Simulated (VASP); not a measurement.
# LiCl (Fm-3m) in VASP: notebook, part 2 of 2

VASP 6.6.1. Earlier steps stand in the parts before.

### Step 4. Single point, PBE+D3(BJ)

This run uses another cell than the first one, of 15.97 Å³/atom, 0.970 times its volume.

INCAR reads:

```
SYSTEM = LiCl
PREC = Accurate
ENCUT = 520
EDIFF = 1E-6
ISMEAR = 0
SIGMA = 0.01
LREAL = .False.
LASPH = .True.
NELM = 80
ALGO = Normal
ISIF = 2
LWAVE = .False.
LCHARG = .False.
GGA = PE
IVDW = 12
NBANDS = 12
```

KPOINTS reads:

```
regular mesh
0
Gamma
  6 6 6
  0 0 0
```

POSCAR reads:

```
LiCl
1.0
    0.0000000000      2.5184398393      2.5184398393
    2.5184398393      0.0000000000      2.5184398393
    2.5184398393      2.5184398393      0.0000000000
Li Cl
1 1
Direct
    0.0000000000      0.0000000000      0.0000000000
    0.5000000000      0.5000000000      0.5000000000
```

Potentials or basis: VASP PAW PBE potentials, release 64 (Li_sv, Cl).

Run with:

```console
cat potpaw_PBE.64/Li_sv/POTCAR potpaw_PBE.64/Cl/POTCAR > POTCAR
mpirun -np 1 vasp_std > vasp.out
```

OUTCAR:

```text
SYSTEM = LiCl
   PREC = Accurate
   ENCUT = 520
   EDIFF = 1E-6
   ISMEAR = 0
   LREAL = .False.
   LASPH = .True.
   NELM = 80
   ISIF = 2
   GGA = PE
   IVDW = 12
 IVDW          = 12

 ion  position               nearest neighbor table
   1  0.000  0.000  0.000-   2 2.52   2 2.52   2 2.52   2 2.52   2 2.52   2 2.52
   2  0.500  0.500  0.500-   1 2.52   1 2.52   1 2.52   1 2.52   1 2.52   1 2.52

  LATTYP: Found a face centered cubic cell.
 ALAT       =     5.0368796786

  Lattice vectors:

 A1 = (   0.0000000000,   2.5184398393,   2.5184398393)
 A2 = (   2.5184398393,   0.0000000000,   2.5184398393)
 A3 = (   2.5184398393,   2.5184398393,   0.0000000000)

[... 416 lines left out ...]

 Edisp (eV)   -0.47663

 E8    (eV) :    -0.1797

  FORCE on cell =-STRESS in cart. coord.  units (eV):
  Direction    XX          YY          ZZ          XY          YZ          ZX
  --------------------------------------------------------------------------------------
  -------------------------------------------------------------------------------------
  Total      -0.02326    -0.02326    -0.02326     0.00000     0.00000    -0.00000
  in kB      -1.16657    -1.16657    -1.16657     0.00000     0.00000    -0.00000
  external pressure =       -1.17 kB  Pullay stress =        0.00 kB

 VOLUME and BASIS-vectors are now :
 -----------------------------------------------------------------------------
  energy-cutoff  :      520.00
  volume of cell :       31.95
      direct lattice vectors                 reciprocal lattice vectors
     0.000000000  2.518439839  2.518439839    -0.198535614  0.198535614  0.198535614
     2.518439839  0.000000000  2.518439839     0.198535614 -0.198535614  0.198535614
     2.518439839  2.518439839  0.000000000     0.198535614  0.198535614 -0.198535614

 POSITION                                       TOTAL-FORCE (eV/Angst)
 -----------------------------------------------------------------------------------
      0.00000      0.00000      0.00000         0.000000      0.000000      0.000000
      2.51844      2.51844      2.51844        -0.000000     -0.000000     -0.000000
 -----------------------------------------------------------------------------------
    total drift:                                0.000000      0.000000      0.000000

  FREE ENERGIE OF THE ION-ELECTRON SYSTEM (eV)
  ---------------------------------------------------
  free  energy   TOTEN  =        -7.8470125409 eV

  energy  without entropy=       -7.8470125409  energy(sigma->0) =       -7.84701254
```

OSZICAR:

```text
N       E                     dE             d eps       ncg     rms          rms(c)
DAV:   1     0.401647973926E+02    0.40165E+02   -0.41556E+03   384   0.781E+02
DAV:   2    -0.493899076476E+01   -0.45104E+02   -0.43848E+02   488   0.147E+02
DAV:   3    -0.735945734124E+01   -0.24205E+01   -0.24126E+01   480   0.337E+01
DAV:   4    -0.743015466296E+01   -0.70697E-01   -0.70663E-01   560   0.595E+00
DAV:   5    -0.743088314606E+01   -0.72848E-03   -0.72848E-03   488   0.589E-01    0.246E+00
DAV:   6    -0.736538258562E+01    0.65501E-01   -0.13773E-01   504   0.176E+00    0.176E+00
DAV:   7    -0.736666812906E+01   -0.12855E-02   -0.46875E-02   552   0.115E+00    0.932E-01
DAV:   8    -0.737036622197E+01   -0.36981E-02   -0.56011E-03   464   0.525E-01    0.141E-01
DAV:   9    -0.737033508653E+01    0.31135E-04   -0.16154E-04   484   0.890E-02    0.453E-02
DAV:  10    -0.737037419305E+01   -0.39107E-04   -0.91477E-05   456   0.658E-02    0.450E-02
DAV:  11    -0.737037996973E+01   -0.57767E-05   -0.97062E-06   508   0.204E-02    0.233E-03
DAV:  12    -0.737038071517E+01   -0.74544E-06   -0.31477E-07   324   0.440E-03
   1 F= -.78470125E+01 E0= -.78470125E+01  d E =-.134154E-54
```

Run time: 6.8 s. Hardware: 1 thread of Intel Xeon Platinum 8259CL at 2.50GHz (Skylake/Cascade Lake), shared host; peak memory 0.16 GiB.

Results:

| Property | Result |
| --- | --- |
| Free energy | -7.8470 eV |
| Band gap on the k mesh | 6.67 eV, direct |
| Dispersion energy per atom | -0.238 eV |

Levels at points of the mesh, in eV from the valence-band top:
| k point | band 3 | band 4 | band 5 | band 6 | band 7 | band 8 |
| --- | --- | --- | --- | --- | --- | --- |
| (0.00, 0.00, 0.00) | 0.00 | 0.00 | 0.00 | 6.67 | 11.98 | 11.98 |
| (0.50, 0.00, 0.00) | -3.04 | -0.28 | -0.28 | 6.81 | 9.52 | 9.52 |
| (0.50, 0.50, 0.00) | -3.15 | -1.21 | -1.21 | 8.01 | 8.20 | 12.92 |

Caveat: the cutoff is under 1.25 times the usual one of these potentials, so pressure, stress and relaxed cells hold a basis-set (Pulay) error. A k mesh can miss the band edges.

### Step 5. Single point, RPBE

This run uses another cell than the first one, of 18.18 Å³/atom, 1.104 times its volume.

INCAR reads:

```
SYSTEM = LiCl
PREC = Accurate ; ENCUT = 520
EDIFF = 1E-6 ; ISMEAR = 0
SIGMA = 0.01 ; LREAL = .FALSE.
LASPH = .TRUE. ; NELM = 80
ALGO = Normal ; ISIF = 2
LWAVE = .FALSE. ; LCHARG = .FALSE.
GGA = RP ; NBANDS = 12
```

KPOINTS reads:

```
Automatic mesh
0
G
  6 6 6
  0 0 0
```

POSCAR reads:

```
LiCl
1.0
    0.0000000000      2.6295802384      2.6295802384
    2.6295802384      0.0000000000      2.6295802384
    2.6295802384      2.6295802384      0.0000000000
Li Cl
1 1
Direct
    0.0000000000      0.0000000000      0.0000000000
    0.5000000000      0.5000000000      0.5000000000
```

Run with:

```console
cat potpaw_PBE.64/Li_sv/POTCAR potpaw_PBE.64/Cl/POTCAR > POTCAR
mpirun -np 1 vasp_std > vasp.out
```

It took 6.8 s on 1 thread of Intel Xeon Platinum 8259CL at 2.50GHz (Skylake/Cascade Lake), shared host; peak memory 0.14 GiB.

It converged, with:

```
Free energy            : -7.0249 eV
Band gap on the k mesh : 6.20 eV, direct
```

Levels at points of the mesh, in eV from the valence-band top:
```csv
k point,band 2,band 3,band 4,band 5,band 6,band 7,band 8,band 9
"(0.00, 0.00, 0.00)",-13.14,0.00,0.00,0.00,6.20,11.98,11.98,11.98
"(0.50, 0.00, 0.00)",-12.67,-2.47,-0.22,-0.22,6.91,9.61,9.61,12.46
"(0.50, 0.50, 0.00)",-12.48,-2.51,-0.95,-0.95,7.90,8.58,12.06,13.80
```

Caveat: the cutoff is under 1.25 times the usual one of these potentials, so pressure, stress and relaxed cells hold a basis-set (Pulay) error; the PAW data sets were made with another functional, which shifts forces and pressure a little. RPBE gaps usually lie below the measured ones, often by a third to a half.

### Step 6. Overview

| level | cell | gap on the mesh (eV) |
| --- | --- | --- |
| PBE+D4 | a = 3.598 Å, angles 60.0°, 2 atoms | 6.48 |
| revPBE+D3(BJ) | a = 3.540 Å, angles 60.0°, 2 atoms | 6.97 |
| PBE+D3(BJ) | a = 3.562 Å, angles 60.0°, 2 atoms | 6.67 |
| RPBE | a = 3.719 Å, angles 60.0°, 2 atoms | 6.20 |

Alike in all rows: task single point; potentials or basis VASP PAW PBE potentials, release 64 (Li_sv, Cl); no spin polarisation; k mesh 6 × 6 × 6; cutoff (eV) 520; smearing gaussian 0.01 eV.

Caveats: the cutoff is under 1.25 times the usual one of these potentials, so pressure, stress and relaxed cells hold a basis-set (Pulay) error; the PAW data sets were made with another functional, which shifts forces and pressure a little (some runs).

Total energies depend on the potentials used, so only differences within one code and one set of settings carry meaning.
